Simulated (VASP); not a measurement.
# YZnC4N4 (P-43m) in VASP: a series of runs

Runs on YZnC4N4. Level: PBE. Tasks: single point.

Program: VASP 6.6.1. These are calculated values, not measurements. Logs are shortened: lines on timing, memory, paths and dates and some standing lists are left out, and cuts for length are marked.

**1. The cell of the first run**

Symmetry: P-43m, No. 215, cubic system. Conventional cell: a = 6.101 Å, b = 6.101 Å, c = 6.101 Å, α = 90.00°, β = 90.00°, γ = 90.00°. Y (site symmetry -43m) has 4 C at 2.11 Å within 2.8 Å. Zn (site symmetry -43m) has 4 N at 2.01 Å within 2.7 Å. Within 1.6 Å of C (site symmetry 3m) lie 1 N at 1.17 Å. Within 1.6 Å of N (site symmetry 3m) lie 1 C at 1.17 Å.

**2. Single point, PBE, collinear spin, ferromagnetic start**

The input, INCAR:

```
SYSTEM = YZnC4N4
ALGO = Normal
EDIFF = 1E-6
ENCUT = 520
GGA = PE
ISIF = 2
ISMEAR = 0
ISPIN = 2
LASPH = .True.
LCHARG = .False.
LMAXMIX = 4
LORBIT = 11
LREAL = .False.
LWAVE = .False.
MAGMOM = 0 0 1 1 1 1 1 1 1 1
NBANDS = 44
NELM = 150
PREC = Accurate
SIGMA = 0.1
```

The input, KPOINTS:

```
k-points
0
Gamma
  4 4 4
  0 0 0
```

The input, POSCAR:

```
YZnC4N4
1.0
    6.1008602900      0.0000000000      0.0000000000
    0.0000000000      6.1008602900      0.0000000000
    0.0000000000      0.0000000000      6.1008602900
Y Zn C N
1 1 4 4
Direct
    0.0000000000      0.0000000000      0.0000000000
    0.5000000000      0.5000000000      0.5000000000
    0.1992997100      0.1992997100      0.1992997100
    0.1992997100      0.8007002900      0.8007002900
    0.8007002900      0.1992997100      0.8007002900
    0.8007002900      0.8007002900      0.1992997100
    0.3100217700      0.3100217700      0.3100217700
    0.3100217700      0.6899782300      0.6899782300
    0.6899782300      0.3100217700      0.6899782300
    0.6899782300      0.6899782300      0.3100217700
```

Potentials or basis: VASP PAW PBE potentials, release 64 (Y_sv, Zn, C, N).

Started as:

```console
> cat potpaw_PBE.64/Y_sv/POTCAR potpaw_PBE.64/Zn/POTCAR potpaw_PBE.64/C/POTCAR potpaw_PBE.64/N/POTCAR > POTCAR
> mpirun -np 1 vasp_std > vasp.out
```

OUTCAR:

```text
SYSTEM = YZnC4N4
   EDIFF = 1E-6
   ENCUT = 520
   GGA = PE
   ISIF = 2
   ISMEAR = 0
   ISPIN = 2
   LASPH = .True.
   LORBIT = 11
   LREAL = .False.
   NELM = 150
   PREC = Accurate

 ion  position               nearest neighbor table
   1  0.000  0.000  0.000-   3 2.11   4 2.11   5 2.11   6 2.11
   2  0.500  0.500  0.500-   7 2.01   8 2.01   9 2.01  10 2.01
   3  0.199  0.199  0.199-   7 1.17   1 2.11
   4  0.199  0.801  0.801-   8 1.17   1 2.11
   5  0.801  0.199  0.801-   9 1.17   1 2.11
   6  0.801  0.801  0.199-  10 1.17   1 2.11
   7  0.310  0.310  0.310-   3 1.17   2 2.01
   8  0.310  0.690  0.690-   4 1.17   2 2.01
   9  0.690  0.310  0.690-   5 1.17   2 2.01
  10  0.690  0.690  0.310-   6 1.17   2 2.01

  LATTYP: Found a simple cubic cell.
 ALAT       =     6.1008602900

  Lattice vectors:

 A1 = (   6.1008602900,   0.0000000000,   0.0000000000)
 A2 = (   0.0000000000,   6.1008602900,   0.0000000000)
 A3 = (   0.0000000000,   0.0000000000,   6.1008602900)

Analysis of symmetry for initial positions (statically):
=====================================================================
 Subroutine PRICEL returns:
 Original cell was already a primitive cell.

 Routine SETGRP: Setting up the symmetry group for a
 simple cubic supercell.

 Subroutine GETGRP returns: Found 24 space group operations
 (whereof 24 operations were pure point group operations)
 out of a pool of 48 trial point group operations.

The static configuration has the point symmetry T_d .

Analysis of symmetry for dynamics (positions and initial velocities):
=====================================================================
 Subroutine PRICEL returns:
 Original cell was already a primitive cell.

 Routine SETGRP: Setting up the symmetry group for a
 simple cubic supercell.

 Subroutine GETGRP returns: Found 24 space group operations
 (whereof 24 operations were pure point group operations)
 out of a pool of 48 trial point group operations.

[... 158 lines left out ...]
  ext. energy  EPLUGINS =         0.00000000
  ---------------------------------------------------
  free energy    TOTEN  =       -73.83348503 eV

  energy without entropy =      -73.79178252  energy(sigma->0) =      -73.81263378

 E-fermi :   0.7446     XC(G=0):  -6.8603

 val. band max:        0.7439097127   @ k =   0.5000   0.2500   0.2500
 cond. band min:       0.7537059667   @ k =   0.2500   0.2500   0.0000
 fundamental gap:      0.0097962540
 Fermi energy:         0.7445738788

 spin component 1

 k-point     1 :       0.0000    0.0000    0.0000
  band No.  band energies     occupation
      1     -41.3834      1.00000
      2     -21.8767      1.00000
      3     -21.8767      1.00000
      4     -21.8767      1.00000
      5     -18.9659      1.00000
      6     -18.8267      1.00000
[... 429 lines left out ...]
     40       5.2627      0.00000
     41       5.2627      0.00000
 Fermi energy:         0.7445738788

 spin component 2

 k-point     1 :       0.0000    0.0000    0.0000
  band No.  band energies     occupation
      1     -41.2317      1.00000
      2     -21.6775      1.00000
      3     -21.6775      1.00000
      4     -21.6775      1.00000
      5     -18.9016      1.00000
      6     -18.7626      1.00000
[... 429 lines left out ...]
     40       5.3153      0.00000
     41       5.3153      0.00000
 [bands above 41 left out]

------------------------ aborting loop because EDIFF is reached ----------------------------------------

  FORCE on cell =-STRESS in cart. coord.  units (eV):
  Direction    XX          YY          ZZ          XY          YZ          ZX
  --------------------------------------------------------------------------------------
  -------------------------------------------------------------------------------------
  Total       12.2553474     12.2553474     12.2553474      0.0000000     -0.0000000      0.0000000
  in kB       86.4695043     86.4695043     86.4695043      0.0000000     -0.0000000      0.0000000
  external PRESSURE =      86.4695043 kB  Pullay stress =       0.0000000 kB

 VOLUME and BASIS-vectors are now :
 -----------------------------------------------------------------------------
  energy-cutoff  :      520.00
  volume of cell :      227.08
      direct lattice vectors                 reciprocal lattice vectors
     6.100860290  0.000000000  0.000000000     0.163911310  0.000000000  0.000000000
     0.000000000  6.100860290  0.000000000     0.000000000  0.163911310  0.000000000
     0.000000000  0.000000000  6.100860290     0.000000000  0.000000000  0.163911310

 POSITION                                       TOTAL-FORCE (eV/Angst)
 -----------------------------------------------------------------------------------
      0.00000      0.00000      0.00000         0.000000     -0.000000      0.000000
      3.05043      3.05043      3.05043         0.000000     -0.000000      0.000000
      1.21590      1.21590      1.21590         1.845149      1.845149      1.845149
      1.21590      4.88496      4.88496         1.845149     -1.845149     -1.845149
      4.88496      1.21590      4.88496        -1.845149      1.845149     -1.845149
      4.88496      4.88496      1.21590        -1.845149     -1.845149      1.845149
      1.89140      1.89140      1.89140         0.838307      0.838307      0.838307
      1.89140      4.20946      4.20946         0.838307     -0.838307     -0.838307
      4.20946      1.89140      4.20946        -0.838307      0.838307     -0.838307
      4.20946      4.20946      1.89140        -0.838307     -0.838307      0.838307
 -----------------------------------------------------------------------------------
    total drift:                               -0.000000     -0.000000      0.000000

  FREE ENERGIE OF THE ION-ELECTRON SYSTEM (eV)
  ---------------------------------------------------
  free  energy   TOTEN  =       -73.8334850289 eV

  energy  without entropy=      -73.7917825216  energy(sigma->0) =      -73.81263378

 total charge

# of ion       s       p       d       f       tot
--------------------------------------------------
    1        2.311   6.699   1.657   0.143  10.810
    2        0.424   0.494   9.850   0.000  10.768
    3        0.991   1.662   0.000   0.000   2.653
    4        0.991   1.662   0.000   0.000   2.653
    5        0.991   1.662   0.000   0.000   2.653
    6        0.991   1.662   0.000   0.000   2.653
    7        1.300   2.584   0.000   0.000   3.885
    8        1.300   2.584   0.000   0.000   3.885
    9        1.300   2.584   0.000   0.000   3.885
   10        1.300   2.584   0.000   0.000   3.885
--------------------------------------------------
tot         11.901  24.179  11.507   0.143  47.730

 magnetization (x)

# of ion       s       p       d       f       tot
--------------------------------------------------
    1        0.003   0.011   0.320  -0.000   0.333
    2       -0.002   0.002   0.009   0.000   0.009
    3       -0.001   0.015   0.000   0.000   0.013
    4       -0.001   0.015   0.000   0.000   0.013
    5       -0.001   0.015   0.000   0.000   0.013
    6       -0.001   0.015   0.000   0.000   0.013
    7        0.002   0.051   0.000   0.000   0.053
    8        0.002   0.051   0.000   0.000   0.053
    9        0.002   0.051   0.000   0.000   0.053
   10        0.002   0.051   0.000   0.000   0.053
--------------------------------------------------
tot          0.003   0.277   0.329  -0.000   0.608
```

OSZICAR:

```text
N       E                     dE             d eps       ncg     rms          rms(c)
DAV:   1     0.437015276826E+03    0.43702E+03   -0.26264E+04  1760   0.123E+03
DAV:   2    -0.218059335400E+02   -0.45882E+03   -0.43309E+03  2100   0.308E+02
DAV:   3    -0.786446086907E+02   -0.56839E+02   -0.55937E+02  2152   0.114E+02
DAV:   4    -0.812807959450E+02   -0.26362E+01   -0.26158E+01  2680   0.235E+01
DAV:   5    -0.813289040379E+02   -0.48108E-01   -0.48013E-01  2524   0.275E+00    0.661E+01
DAV:   6    -0.742275741733E+02    0.71013E+01   -0.19305E+01  2580   0.441E+01    0.418E+01
DAV:   7    -0.736799369386E+02    0.54764E+00   -0.14401E+01  2252   0.168E+01    0.123E+01
DAV:   8    -0.738540753659E+02   -0.17414E+00   -0.11931E+00  2004   0.570E+00    0.428E+00
DAV:   9    -0.738261507133E+02    0.27925E-01   -0.25763E-01  2048   0.258E+00    0.142E+00
DAV:  10    -0.738304426887E+02   -0.42920E-02   -0.29282E-02  2264   0.840E-01    0.667E-01
DAV:  11    -0.738331763303E+02   -0.27336E-02   -0.50897E-03  2012   0.401E-01    0.259E-01
DAV:  12    -0.738332154380E+02   -0.39108E-04   -0.12134E-03  2064   0.252E-01    0.755E-02
DAV:  13    -0.738334050402E+02   -0.18960E-03   -0.33227E-04  2472   0.923E-02    0.392E-02
DAV:  14    -0.738334616581E+02   -0.56618E-04   -0.48924E-05  2208   0.491E-02    0.213E-02
DAV:  15    -0.738334822491E+02   -0.20591E-04   -0.21051E-05  2020   0.270E-02    0.117E-02
DAV:  16    -0.738334849753E+02   -0.27262E-05   -0.50097E-06  1968   0.225E-02    0.651E-03
DAV:  17    -0.738334850289E+02   -0.53642E-07   -0.10556E-06  1588   0.891E-03
   1 F= -.73833485E+02 E0= -.73812634E+02  d E =-.417025E-01  mag=     0.9984
```

Wall time 2.5 min (1 thread of AMD EPYC 9R45 (Zen 5), shared host); peak memory 0.47 GiB.

What came out:

```
Free energy                                           : -73.8335 eV
Pressure                                              : 8.6 GPa
Largest force                                         : 3.196 eV/Å
Band gap on the k mesh                                : zero (filled and empty bands overlap)
Net moment                                            : 1.00 μB per cell
Site moments                                          : Y +0.33; Zn +0.01; C +0.01; N +0.05 μB
Valence electrons inside the program's atomic spheres : Y 10.81; Zn 10.77; C 2.65; N 3.88
```

Forces on the atoms (eV/Å):
```
Y    0.000  0.000  0.000
Zn   0.000  0.000  0.000
C    1.845  1.845  1.845
C    1.845 -1.845 -1.845
C   -1.845  1.845 -1.845
C   -1.845 -1.845  1.845
N    0.838  0.838  0.838
N    0.838 -0.838 -0.838
N   -0.838  0.838 -0.838
N   -0.838 -0.838  0.838
```

Caveat: the cell stands under pressure; forces of over 1 eV/Å act on the atoms, so gaps and moduli don't describe the material at rest.

(Continued in part 2 of 2.)
